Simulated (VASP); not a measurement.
Write the native input for VASP 6.6.1 that does the following.

```
Task                   : single point
Functional             : PBEsol
Potentials or basis    : VASP PAW PBE potentials, release 64 (Ir)
Cutoff                 : 520 eV
k mesh                 : 22 × 22 × 22
Occupations            : gaussian, width 0.15 eV
Spin                   : no spin polarisation
Dipole correction      : no
Further INCAR settings : ALGO = Normal; EDIFF = 1e-06; NBANDS = 10
```

The structure of Ir lies in POSCAR:

```
Ir
1.0
    0.0000000000      1.9197000000      1.8621090000
    1.9197000000      0.0000000000      1.8621090000
    1.9197000000      1.9197000000      0.0000000000
Ir
1
Direct
    0.0000000000      0.0000000000      0.0000000000
```

This cell differs from its parent crystal: strain -0.0300 x Voigt [0, 0, 1, 0, 0, 0].

The input as run:

INCAR

```
PREC = Accurate
ENCUT = 520
EDIFF = 1E-6
ISMEAR = 0
SIGMA = 0.15
LREAL = False
LASPH = True
NELM = 100
ALGO = Normal
ISIF = 2
LWAVE = False
LCHARG = False
GGA = PS
NBANDS = 10
```

KPOINTS

```
Automatic mesh
0
Gamma
  22 22 22
```

Potentials or basis: VASP PAW PBE potentials, release 64 (Ir).

Launch:

```console
$ cat potpaw_PBE.64/Ir/POTCAR > POTCAR
$ mpirun -np 1 vasp_std > vasp.out
```

It gave:

The pressure is 11.1 GPa. The band gap on the k mesh is zero (an odd number of electrons rules out a gap without spin polarisation).

Caveat: the cell differs from its parent crystal (strain -0.0300 x Voigt [0, 0, 1, 0, 0, 0]); the cell stands under pressure; the PAW data sets were made with another functional, which shifts forces and pressure a little; spin-orbit coupling is left out, which moves the levels of the heavy elements.

It took 35 s on 1 thread of Intel(R) Xeon(R) 6975P-C (Granite Rapids), on a shared host, peak memory 0.23 GiB.
